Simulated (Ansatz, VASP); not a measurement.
**One calculation of HC18N, two programs**

```
C N H
1.0
     7.39800    0.00000    0.00000
    -3.69900    6.40686    0.00000
     0.00000    0.00000   11.00000
C N H
18 1 1
Direct
  0.99400 0.98604 0.08594
  0.21363 0.09599 0.08628
  0.99273 0.31745 0.08533
  0.21284 0.42419 0.09356
  0.99281 0.65295 0.08534
  0.21354 0.76652 0.09351
  0.32439 0.98355 0.09054
  0.55124 0.09698 0.09058
  0.32420 0.31901 0.09095
  0.55143 0.43263 0.09099
  0.31964 0.64867 0.12008
  0.55599 0.76686 0.12016
  0.66209 0.99078 0.09356
  0.88282 0.09795 0.08538
  0.66200 0.32017 0.08632
  0.88164 0.42986 0.08593
  0.66279 0.64917 0.09360
  0.88288 0.76252 0.08534
  0.43772 0.70091 0.23626
  0.43753 0.82784 0.27215
```

Alike in both runs: functional r2SCAN; dispersion D3(BJ); k mesh 2 × 2 × 1; occupations gaussian, width 0.05 eV; no spin polarisation.

Ansatz relaxed the structure, and its values are those at the end. VASP's run is a single point on that final structure, the one shown.

|  | VASP | Ansatz |
| --- | --- | --- |
| version | VASP 6.6.1 | Ansatz 0.2.0 |
| potentials or method | VASP PAW PBE potentials, release 64 (C, N, H), cutoff 520 eV | scalar-relativistic, plane waves, PAW |
| valence electrons in the cell | 78 | 78 |

|  | VASP | Ansatz | Ansatz less VASP |
| --- | --- | --- | --- |
| rms of the force components (eV/Å) | 0.025 | 0.005 | -0.0204 |

VASP's potentials were made for PBE, not for r2SCAN. Ansatz's warnings: dispersion damping borrowed, xc potential rough in thin density.

The k mesh is coarse, so the values compare programs but aren't converged.
